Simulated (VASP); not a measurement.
# Ca (P6_3/mmc) in VASP: notebook

The runs below take Ca through single point, with PBE.

Everything below comes from runs of VASP 6.6.1. Logs are shortened: lines on timing, memory, paths and dates and some standing lists are left out, and cuts for length are marked.

### Step 1. The cell of the first run

The structure is hexagonal, space group P6_3/mmc (No. 194). The conventional cell has a = 3.957 Å, b = 3.957 Å, c = 6.506 Å, α = 90.00°, β = 90.00°, γ = 120.00°. Ca (site symmetry -6m2) has 12 Ca at 3.96 to 3.98 Å within 5.2 Å.

This isn't the form of Ca at room conditions, which is fcc.

### Step 2. Single point, PBE (44.12 Å³/atom)

INCAR reads:

```
SYSTEM = Ca
ALGO = Normal ; EDIFF = 1E-6
ENCUT = 520 ; GGA = PE
ISIF = 2 ; ISMEAR = -1
LASPH = .True. ; LCHARG = .True.
LELF = .True. ; LREAL = .False.
LVHAR = .True. ; LWAVE = .False.
NBANDS = 17 ; NELM = 100
PREC = Accurate ; SIGMA = 0.1
```

KPOINTS reads:

```
k-points
0
Gamma
  11 11 6
  0 0 0
```

POSCAR reads:

```
Ca
1.0
    3.9574373189      0.0000000000      0.0000000000
   -1.9787186594      3.4272412520      0.0000000000
    0.0000000000      0.0000000000      6.5059667429
Ca
2
Direct
    0.3333333333      0.6666666667      0.2500000000
    0.6666666667      0.3333333333      0.7500000000
```

Potentials or basis: VASP PAW PBE potentials, release 64 (Ca_sv).

Command:

```
cat potpaw_PBE.64/Ca_sv/POTCAR > POTCAR
mpirun -np 1 vasp_std > vasp.out
```

OUTCAR:

```text
SYSTEM = Ca
   EDIFF = 1E-6
   ENCUT = 520
   GGA = PE
   ISIF = 2
   ISMEAR = -1
   LASPH = .True.
   LREAL = .False.
   NELM = 100
   PREC = Accurate

 ion  position               nearest neighbor table
   1  0.333  0.667  0.250-
   2  0.667  0.333  0.750-

  LATTYP: Found a hexagonal cell.
 ALAT       =     3.9574373189
 C/A-ratio  =     1.6439847858

  Lattice vectors:

 A1 = (   3.9574373189,   0.0000000000,   0.0000000000)
 A2 = (  -1.9787186594,   3.4272412520,   0.0000000000)
 A3 = (   0.0000000000,   0.0000000000,   6.5059667429)

Analysis of symmetry for initial positions (statically):
=====================================================================
 Subroutine PRICEL returns:
 Original cell was already a primitive cell.

 Routine SETGRP: Setting up the symmetry group for a
 hexagonal supercell.

 Subroutine GETGRP returns: Found 24 space group operations
 (whereof 12 operations were pure point group operations)
 out of a pool of 24 trial point group operations.

The static configuration has the point symmetry D_3d.
 The point group associated with its full space group is D_6h.

Analysis of symmetry for dynamics (positions and initial velocities):
=====================================================================
 Subroutine PRICEL returns:
 Original cell was already a primitive cell.

 Routine SETGRP: Setting up the symmetry group for a
 hexagonal supercell.

 Subroutine GETGRP returns: Found 24 space group operations
 (whereof 12 operations were pure point group operations)
 out of a pool of 24 trial point group operations.

The dynamic configuration has the point symmetry D_3d.
 The point group associated with its full space group is D_6h.

 Subroutine INISYM returns: Found 24 space group operations
 (whereof 12 operations are pure point group operations),
 and found     1 'primitive' translations

----------------------------------------------------------------------------------------

                                     Primitive cell

  volume of cell :      88.2410

  direct lattice vectors                    reciprocal lattice vectors
     3.957437319  0.000000000  0.000000000     0.252688778  0.145889934  0.000000000
    -1.978718659  3.427241252  0.000000000     0.000000000  0.291779868  0.000000000
     0.000000000  0.000000000  6.505966743     0.000000000  0.000000000  0.153705059

  length of vectors
     3.957437319  3.957437319  6.505966743     0.291779868  0.291779868  0.153705059

  position of ions in fractional coordinates (direct lattice)
     0.333333333  0.666666667  0.250000000
     0.666666667  0.333333333  0.750000000

  ion indices of the primitive-cell ions
   primitive index   ion index
                 1           1
                 2           2

----------------------------------------------------------------------------------------

 KPOINTS: k-points

Automatic generation of k-mesh.
 Grid dimensions read from file:
 generate k-points for:   11   11    6

 Generating k-lattice:

  Cartesian coordinates                     Fractional coordinates (reciprocal lattice)
     0.022971707  0.013262721  0.000000000     0.090909091  0.000000000  0.000000000
     0.000000000  0.026525443  0.000000000     0.000000000  0.090909091  0.000000000
     0.000000000  0.000000000  0.025617510     0.000000000  0.000000000  0.166666667

  Length of vectors
     0.026525443  0.026525443  0.025617510

  Shift w.r.t. Gamma in fractional coordinates (k-lattice)
     0.000000000  0.000000000  0.000000000

 Subroutine IBZKPT returns following result:
 ===========================================

 Found     64 irreducible k-points:

 Following reciprocal coordinates:
            Coordinates               Weight
  0.000000  0.000000  0.000000      1.000000
  0.090909  0.000000  0.000000      6.000000
  0.181818 -0.000000  0.000000      6.000000
  0.272727  0.000000  0.000000      6.000000
  0.363636  0.000000  0.000000      6.000000
  0.454545  0.000000  0.000000      6.000000
[... 16 lines left out ...]
  0.090909  0.090909  0.166667     12.000000
  0.181818  0.090909  0.166667     24.000000
 [... further k-points ...]
   k-points           NKPTS =     64   k-points in BZ     NKDIM =     64   number of bands    NBANDS=     17
   number of dos      NEDOS =    301   number of ions     NIONS =      2
   total plane-waves  NPLWV =  43200
   dimension x,y,z NGX =    30 NGY =   30 NGZ =   48
   dimension x,y,z NGXF=    60 NGYF=   60 NGZF=   96
   ions per type =               2
   NGX,Y,Z   is equivalent  to a cutoff of  12.60, 12.60, 12.27 a.u.
   NGXF,Y,Z  is equivalent  to a cutoff of  25.21, 25.21, 24.53 a.u.
 SYSTEM =  Ca
   PREC   = accura    normal or accurate (medium, high low for compatibility)
   ISTART =      0    job   : 0-new  1-cont  2-samecut
   ICHARG =      2    charge: 1-file 2-atom 10-const
   ISPIN  =      1    spin polarized calculation?
   LNONCOLLINEAR =      F non collinear calculations
   LSORBIT =      F    spin-orbit coupling
   LASPH  =      T    aspherical Exc in radial PAW
   ENCUT  =  520.0 eV  38.22 Ry    6.18 a.u.   7.36  7.36 12.10*2*pi/ulx,y,z
   NELM   =    100;   NELMIN=  2; NELMDL= -5     # of ELM steps
   EDIFF  = 0.1E-05   stopping-criterion for ELM
   LREAL  =      F    real-space projection
   EDIFFG = 0.1E-04   stopping-criterion for IOM
   NSW    =      0    number of steps for IOM
   IBRION =     -1    ionic relax: 0-MD 1-quasi-New 2-CG
   NFREE  =      0    steps in history (QN), initial steepest desc. (CG)
   ISIF   =      2    stress and relaxation
   ISYM   =      2    0-nonsym 1-usesym 2-fastsym
   POTIM  = 0.5000    time-step for ionic-motion
   TEBEG  =    0.0;   TEEND  =   0.0 temperature during run
   PSTRESS=    0.0 pullay stress
   NELECT =      20.0000    total number of electrons
   NUPDOWN=      -1.0000    fix difference up-down
   EMIN   =  10.00;   EMAX   =-10.00  energy-range for DOS
   EFERMI =   0.00;   METHOD = LEGACY
   ISMEAR =    -1;   SIGMA  =   0.10  broadening in eV -4-tet -1-fermi 0-gaus
   EFERMI_NEDOS =   21; number of points for ismear=-14 and -15
   IALGO  =     38    algorithm
   IMIX   =      4    mixing-type and parameters
     AMIX     =   0.40;   BMIX     =  1.00
     AMIX_MAG =   1.60;   BMIX_MAG =  1.00
  volume/ion in A,a.u.               =      44.12       297.74
  Fermi-wavevector in a.u.,A,eV,Ry     =   0.998147  1.886225 13.555458  0.996298
  Thomas-Fermi vector in A             =   2.130351
   LORBIT       =      0    0 simple, 1 ext, 2 COOP (PROOUT), +10 PAW based schemes
   GGA     = PE    functional components
   LHFCALC =     F    Hartree Fock is set to
   AEXX    =    0.0000 exact exchange contribution
   IVDW    =     0    specifies the selected vdW correction
   LEPSILON=     F    determine dielectric tensor
   LRPA    =     F    only Hartree local field effects (RPA)
 non-spin polarized calculation
  energy-cutoff  :      520.00
  volume of cell :       88.24
 maximum number of plane-waves:      2412
 NGX is ok and might be reduce to    30
   NGX = 15   NGY = 15   NGZ = 25

 number of electron      20.0000002 magnetization

 Free energy of the ion-electron system (eV)
  ---------------------------------------------------
  ext. energy  EPLUGINS =         0.00000000
  ---------------------------------------------------
  free energy    TOTEN  =        -3.88828765 eV

  energy without entropy =       -3.80406027  energy(sigma->0) =       -3.84617396

 E-fermi :   1.8159     XC(G=0):  -7.5978

 val. band max:        1.7512560021   @ k =   0.2727   0.0000   0.0000
 cond. band min:       1.8174618378   @ k =   0.3636   0.0909   0.0000
 fundamental gap:      0.0662058356
 Fermi energy:         1.8158900639

 k-point     1 :       0.0000    0.0000    0.0000
  band No.  band energies     occupation
      1     -40.3148      2.00000
      2     -40.3042      2.00000
      3     -21.3484      2.00000
      4     -21.2553      2.00000
      5     -21.2553      2.00000
      6     -21.2395      2.00000
[... 9 lines left out ...]
     16       4.3515      0.00000
     17       4.7395      0.00000

 k-point     2 :       0.0909    0.0000    0.0000
  band No.  band energies     occupation
      1     -40.3140      2.00000
      2     -40.3038      2.00000
      3     -21.3454      2.00000
      4     -21.2625      2.00000
      5     -21.2576      2.00000
      6     -21.2470      2.00000
[... 9 lines left out ...]
     16       4.4382      0.00000
     17       4.6086      0.00000

 k-point     3 :       0.1818   -0.0000    0.0000
  band No.  band energies     occupation
      1     -40.3119      2.00000
      2     -40.3027      2.00000
      3     -21.3367      2.00000
      4     -21.2819      2.00000
      5     -21.2666      2.00000
      6     -21.2635      2.00000
[... 9 lines left out ...]
     16       4.4359      0.00000
     17       4.4622      0.00000

 k-point     4 :       0.2727    0.0000    0.0000
  band No.  band energies     occupation
      1     -40.3089      2.00000
      2     -40.3015      2.00000
      3     -21.3241      2.00000
      4     -21.3074      2.00000
      5     -21.2919      2.00000
      6     -21.2711      2.00000
[... 9 lines left out ...]
     16       4.7294      0.00000
     17       4.8114      0.00000

 k-point     5 :       0.3636    0.0000    0.0000
  band No.  band energies     occupation
      1     -40.3060      2.00000
      2     -40.3006      2.00000
      3     -21.3311      2.00000
      4     -21.3147      2.00000
      5     -21.3101      2.00000
      6     -21.2779      2.00000
[... 9 lines left out ...]
     16       5.1059      0.00000
     17       5.3196      0.00000

 k-point     6 :       0.4545    0.0000    0.0000
  band No.  band energies     occupation
      1     -40.3040      2.00000
      2     -40.3003      2.00000
      3     -21.3452      2.00000
      4     -21.3280      2.00000
      5     -21.2992      2.00000
      6     -21.2819      2.00000
[... 9 lines left out ...]
     16       5.5839      0.00000
     17       5.7632      0.00000

 k-point     7 :       0.0909    0.0909    0.0000
  band No.  band energies     occupation
      1     -40.3126      2.00000
      2     -40.3031      2.00000
      3     -21.3395      2.00000
      4     -21.2744      2.00000
      5     -21.2661      2.00000
      6     -21.2564      2.00000
[... 9 lines left out ...]
     16       4.3718      0.00000
     17       4.5396      0.00000

 k-point     8 :       0.1818    0.0909    0.0000
  band No.  band energies     occupation
      1     -40.3100      2.00000
      2     -40.3019      2.00000
      3     -21.3289      2.00000
      4     -21.2952      2.00000
      5     -21.2854      2.00000
      6     -21.2666      2.00000
[... 9 lines left out ...]
     16       4.5398      0.00000
     17       4.6803      0.00000
[... 203 lines left out ...]
      1     -40.3113      2.00000
      2     -40.3034      2.00000
      3     -21.3316      2.00000
      4     -21.2796      2.00000
      5     -21.2703      2.00000
      6     -21.2622      2.00000
[... 9 lines left out ...]
     16       4.5116      0.00000
     17       4.7300      0.00000

 k-point    20 :       0.2727    0.0000    0.1667
  band No.  band energies     occupation
      1     -40.3084      2.00000
      2     -40.3020      2.00000
      3     -21.3258      2.00000
      4     -21.3009      2.00000
      5     -21.2945      2.00000
      6     -21.2696      2.00000
[... 9 lines left out ...]
     16       4.7984      0.00000
     17       4.8198      0.00000

 k-point    21 :       0.3636    0.0000    0.1667
  band No.  band energies     occupation
      1     -40.3056      2.00000
      2     -40.3009      2.00000
      3     -21.3363      2.00000
      4     -21.3196      2.00000
      5     -21.2993      2.00000
      6     -21.2763      2.00000
[... 9 lines left out ...]
     16       5.1304      0.00000
     17       5.2461      0.00000

 k-point    22 :       0.4545    0.0000    0.1667
  band No.  band energies     occupation
      1     -40.3038      2.00000
      2     -40.3005      2.00000
      3     -21.3485      2.00000
      4     -21.3325      2.00000
      5     -21.2920      2.00000
      6     -21.2802      2.00000
[... 9 lines left out ...]
     16       5.5011      0.00000
     17       5.5746      0.00000

 k-point    23 :       0.0909    0.0909    0.1667
  band No.  band energies     occupation
      1     -40.3119      2.00000
      2     -40.3037      2.00000
      3     -21.3337      2.00000
      4     -21.2726      2.00000
      5     -21.2670      2.00000
      6     -21.2583      2.00000
[... 9 lines left out ...]
     16       4.4634      0.00000
     17       4.6996      0.00000

 k-point    24 :       0.1818    0.0909    0.1667
  band No.  band energies     occupation
      1     -40.3095      2.00000
      2     -40.3025      2.00000
      3     -21.3266      2.00000
      4     -21.2917      2.00000
      5     -21.2871      2.00000
      6     -21.2668      2.00000
[... 9 lines left out ...]
     16       4.5934      0.00000
     17       4.8153      0.00000

 [... further k-points ...]

------------------------ aborting loop because EDIFF is reached ----------------------------------------

  FORCE on cell =-STRESS in cart. coord.  units (eV):
  Direction    XX          YY          ZZ          XY          YZ          ZX
  --------------------------------------------------------------------------------------
  -------------------------------------------------------------------------------------
  Total       -0.3213576     -0.3213576     -0.3747608     -0.0000000      0.0000000      0.0000000
  in kB       -5.8348347     -5.8348347     -6.8044683     -0.0000000      0.0000000      0.0000000
  external PRESSURE =      -6.1580459 kB  Pullay stress =       0.0000000 kB

 VOLUME and BASIS-vectors are now :
 -----------------------------------------------------------------------------
  energy-cutoff  :      520.00
  volume of cell :       88.24
      direct lattice vectors                 reciprocal lattice vectors
     3.957437319  0.000000000  0.000000000     0.252688778  0.145889934  0.000000000
    -1.978718659  3.427241252  0.000000000     0.000000000  0.291779868  0.000000000
     0.000000000  0.000000000  6.505966743     0.000000000  0.000000000  0.153705059

 POSITION                                       TOTAL-FORCE (eV/Angst)
 -----------------------------------------------------------------------------------
     -0.00000      2.28483      1.62649        -0.000000      0.000000      0.000000
      1.97872      1.14241      4.87948         0.000000     -0.000000      0.000000
 -----------------------------------------------------------------------------------
    total drift:                               -0.000000      0.000000     -0.000000

  FREE ENERGIE OF THE ION-ELECTRON SYSTEM (eV)
  ---------------------------------------------------
  free  energy   TOTEN  =        -3.8882876507 eV

  energy  without entropy=       -3.8040602664  energy(sigma->0) =       -3.84617396
```

Wall time 34 s (1 thread of Intel Xeon 6975P-C (Granite Rapids), shared host); peak memory 0.23 GiB.

Results:

* Free energy: -3.8883 eV
* Pressure: -0.6 GPa
* Band gap on the k mesh: zero (bands 10 and 11 overlap by 0.45 eV)

(Part 1 of 3 ends here.)

The gap in the log of VASP goes by the Fermi energy; the results here count the filled bands.